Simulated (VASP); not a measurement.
# GaN (P6_3mc) in VASP: further runs, part 2 of 2

VASP 6.6.1.

### 4 Single point, PBE (volume scaled by 1.03, then relaxed in part)

The input, INCAR:

```
SYSTEM = GaN
ALGO = Normal
EDIFF = 1E-7
ENCUT = 520
GGA = PE
ISIF = 2
ISMEAR = 0
LASPH = .True.
LCHARG = .False.
LREAL = .False.
LWAVE = .False.
NBANDS = 26
NELM = 80
PREC = Accurate
SIGMA = 0.02
```

The input, KPOINTS:

```
k-points
0
Gamma
  12 12 6
  0 0 0
```

The input, POSCAR:

```
GaN
1.0
    3.2502966420      0.0000000000      0.0000000000
   -1.6251483210      2.8148394618      0.0000000000
    0.0000000000      0.0000000000      5.2949450765
Ga N
2 2
Direct
    0.3333333333      0.6666666667     -0.0008683120
    0.6666666667      0.3333333333      0.4991316880
    0.3333333333      0.6666666667      0.3758683120
    0.6666666667      0.3333333333      0.8758683120
```

Potentials or basis: VASP PAW PBE potentials, release 64 (Ga_d, N).

Launch:

```sh
> cat potpaw_PBE.64/Ga_d/POTCAR potpaw_PBE.64/N/POTCAR > POTCAR
> mpirun -np 1 vasp_std > vasp.out
```

OUTCAR:

```text
SYSTEM = GaN
   EDIFF = 1E-7
   ENCUT = 520
   GGA = PE
   ISIF = 2
   ISMEAR = 0
   LASPH = .True.
   LREAL = .False.
   NELM = 80
   PREC = Accurate

 ion  position               nearest neighbor table
   1  0.333  0.667  0.999-   4 1.99   4 1.99   4 1.99   3 1.99
   2  0.667  0.333  0.499-   3 1.99   3 1.99   3 1.99   4 1.99
   3  0.333  0.667  0.376-   2 1.99   2 1.99   2 1.99   1 1.99
   4  0.667  0.333  0.876-   1 1.99   1 1.99   1 1.99   2 1.99

  LATTYP: Found a hexagonal cell.
 ALAT       =     3.2502966420
 C/A-ratio  =     1.6290651776

  Lattice vectors:

 A1 = (   3.2502966420,   0.0000000000,   0.0000000000)
 A2 = (  -1.6251483210,   2.8148394618,   0.0000000000)
 A3 = (   0.0000000000,   0.0000000000,   5.2949450765)

Analysis of symmetry for initial positions (statically):
=====================================================================
 Subroutine PRICEL returns:
 Original cell was already a primitive cell.

 Routine SETGRP: Setting up the symmetry group for a
 hexagonal supercell.

 Subroutine GETGRP returns: Found 12 space group operations
 (whereof  6 operations were pure point group operations)
 out of a pool of 24 trial point group operations.

The static configuration has the point symmetry C_3v.
 The point group associated with its full space group is C_6v.

Analysis of symmetry for dynamics (positions and initial velocities):
=====================================================================
 Subroutine PRICEL returns:
 Original cell was already a primitive cell.

 Routine SETGRP: Setting up the symmetry group for a
 hexagonal supercell.

 Subroutine GETGRP returns: Found 12 space group operations
 (whereof  6 operations were pure point group operations)
 out of a pool of 24 trial point group operations.
[... 120 lines left out ...]
   EFERMI =   0.00;   METHOD = LEGACY
   ISMEAR =     0;   SIGMA  =   0.02  broadening in eV -4-tet -1-fermi 0-gaus
   EFERMI_NEDOS =   21; number of points for ismear=-14 and -15
   IALGO  =     38    algorithm
   IMIX   =      4    mixing-type and parameters
     AMIX     =   0.40;   BMIX     =  1.00
     AMIX_MAG =   1.60;   BMIX_MAG =  1.00
  volume/ion in A,a.u.               =      12.11        81.73
  Fermi-wavevector in a.u.,A,eV,Ry     =   1.482847  2.802174 29.916964  2.198835
  Thomas-Fermi vector in A             =   2.596582
   LORBIT       =      0    0 simple, 1 ext, 2 COOP (PROOUT), +10 PAW based schemes
   GGA     = PE    functional components
   LHFCALC =     F    Hartree Fock is set to
   AEXX    =    0.0000 exact exchange contribution
   IVDW    =     0    specifies the selected vdW correction
   LEPSILON=     F    determine dielectric tensor
   LRPA    =     F    only Hartree local field effects (RPA)
 non-spin polarized calculation
 Gauss-broadening in eV      SIGMA  =   0.02
  energy-cutoff  :      520.00
  volume of cell :       48.44
 maximum number of plane-waves:      1328
   NGX = 13   NGY = 13   NGZ = 19

 number of electron      35.9999985 magnetization

 Free energy of the ion-electron system (eV)
  ---------------------------------------------------
  ext. energy  EPLUGINS =         0.00000000
  ---------------------------------------------------
  free energy    TOTEN  =       -24.30809756 eV

  energy without entropy =      -24.30809756  energy(sigma->0) =      -24.30809756

 E-fermi :   4.8762     XC(G=0): -11.3595

 val. band max:        4.7027643356   @ k =   0.0000   0.0000   0.0000
 cond. band min:       6.2206092128   @ k =   0.0000   0.0000   0.0000
 fundamental gap:      1.5178448772
 Fermi energy:         4.8761744179

 k-point     1 :       0.0000    0.0000    0.0000
  band No.  band energies     occupation
      1     -10.7930      2.00000
      2     -10.0699      2.00000
      3      -8.7062      2.00000
      4      -8.6926      2.00000
      5      -8.6926      2.00000
      6      -8.6419      2.00000
[... 685 lines left out ...]
     25      15.6816      0.00000
     26      17.3120      0.00000

 [... further k-points ...]

------------------------ aborting loop because EDIFF is reached ----------------------------------------

  FORCE on cell =-STRESS in cart. coord.  units (eV):
  Direction    XX          YY          ZZ          XY          YZ          ZX
  --------------------------------------------------------------------------------------
  -------------------------------------------------------------------------------------
  Total       -1.4076129     -1.4076129     -1.3832837      0.0000000      0.0000000      0.0000000
  in kB      -46.5538631    -46.5538631    -45.7492269      0.0000000      0.0000000      0.0000000
  external PRESSURE =     -46.2856510 kB  Pullay stress =       0.0000000 kB

 VOLUME and BASIS-vectors are now :
 -----------------------------------------------------------------------------
  energy-cutoff  :      520.00
  volume of cell :       48.44
      direct lattice vectors                 reciprocal lattice vectors
     3.250296642  0.000000000  0.000000000     0.307664226  0.177630024  0.000000000
    -1.625148321  2.814839462  0.000000000     0.000000000  0.355260047  0.000000000
     0.000000000  0.000000000  5.294945077     0.000000000  0.000000000  0.188859372

 POSITION                                       TOTAL-FORCE (eV/Angst)
 -----------------------------------------------------------------------------------
     -0.00000      1.87656      5.29035         0.000000      0.000000     -0.004750
      1.62515      0.93828      2.64287        -0.000000      0.000000     -0.004750
     -0.00000      1.87656      1.99020         0.000000     -0.000000      0.004750
      1.62515      0.93828      4.63767        -0.000000      0.000000      0.004750
 -----------------------------------------------------------------------------------
    total drift:                               -0.000001     -0.000001     -0.000575

  FREE ENERGIE OF THE ION-ELECTRON SYSTEM (eV)
  ---------------------------------------------------
  free  energy   TOTEN  =       -24.3080975624 eV

  energy  without entropy=      -24.3080975624  energy(sigma->0) =      -24.30809756
```

OSZICAR:

```text
N       E                     dE             d eps       ncg     rms          rms(c)
DAV:   1     0.280081713815E+03    0.28008E+03   -0.17538E+04  4254   0.252E+03
DAV:   2     0.902001176030E+01   -0.27106E+03   -0.25575E+03  4328   0.493E+02
DAV:   3    -0.268767448643E+02   -0.35897E+02   -0.35383E+02  4686   0.143E+02
DAV:   4    -0.281199288980E+02   -0.12432E+01   -0.12375E+01  4642   0.288E+01
DAV:   5    -0.281469944864E+02   -0.27066E-01   -0.27036E-01  4870   0.405E+00    0.107E+01
DAV:   6    -0.242438101633E+02    0.39032E+01   -0.10149E+01  6546   0.469E+01    0.310E+00
DAV:   7    -0.243265892524E+02   -0.82779E-01   -0.12847E+00  4170   0.902E+00    0.265E+00
DAV:   8    -0.243220424580E+02    0.45468E-02   -0.16621E-01  6514   0.460E+00    0.890E-01
DAV:   9    -0.243076257699E+02    0.14417E-01   -0.42478E-02  6090   0.334E+00    0.412E-01
DAV:  10    -0.243080946625E+02   -0.46889E-03   -0.67220E-03  4186   0.474E-01    0.106E-01
DAV:  11    -0.243081045961E+02   -0.99336E-05   -0.20426E-04  6796   0.260E-01    0.612E-02
DAV:  12    -0.243081007889E+02    0.38071E-05   -0.37029E-05  4266   0.452E-02    0.485E-02
DAV:  13    -0.243080957246E+02    0.50644E-05   -0.13956E-05  5540   0.267E-02    0.225E-02
DAV:  14    -0.243080975047E+02   -0.17801E-05   -0.12623E-05  5852   0.478E-02    0.206E-02
DAV:  15    -0.243080973665E+02    0.13821E-06   -0.28580E-06  4286   0.139E-02    0.107E-02
DAV:  16    -0.243080975889E+02   -0.22247E-06   -0.82196E-07  4648   0.575E-03    0.104E-03
DAV:  17    -0.243080975624E+02    0.26578E-07   -0.53101E-08  2148   0.206E-03
   1 F= -.24308098E+02 E0= -.24308098E+02  d E =-.585727E-37
```

Run time: 34 s. Hardware: 1 thread of Intel Xeon 6975P-C (Granite Rapids), shared host; peak memory 0.21 GiB.

What came out:

| Property | Result |
| --- | --- |
| Free energy | -24.3081 eV |
| Pressure | -4.6 GPa |
| Largest force | 0.005 eV/Å |
| Band gap on the k mesh | 1.52 eV, direct |

Forces on the atoms (eV/Å):
```
Ga   0.000  0.000 -0.005
Ga   0.000  0.000 -0.005
N    0.000  0.000  0.005
N    0.000  0.000  0.005
```

Stress tensor (GPa, compression positive):
```
-4.66  0.00  0.00
 0.00 -4.66  0.00
 0.00  0.00 -4.57
```

### 5 Comparison with measurements

Step 2. Against the measured gap of GaN, 3.503 eV (direct; quoted in “Studying electronic properties in GaN without electrical contacts using γ-γ vs e−-γ Perturbed Angular Correlations”, 2019, pmc:6823545), the calculated 1.72 eV is off by -1.79 eV. So large a miss can be the level of theory's own, or it may mean another phase, state or a wrong row. Spin-orbit coupling on Ga is left out. The value is that of PBE, without temperature or zero-point motion. Semilocal functionals fall short of measured gaps as a rule.

Step 3. A measured gap of GaN is 3.503 eV (direct; quoted in “Studying electronic properties in GaN without electrical contacts using γ-γ vs e−-γ Perturbed Angular Correlations”, 2019, pmc:6823545); the calculated 1.72 eV misses it by -1.79 eV. So large a miss can be the level of theory's own, or it may mean another phase, state or a wrong row. Spin-orbit coupling on Ga is left out. The value is that of PBE, without temperature or zero-point motion. Semilocal functionals fall short of measured gaps as a rule.
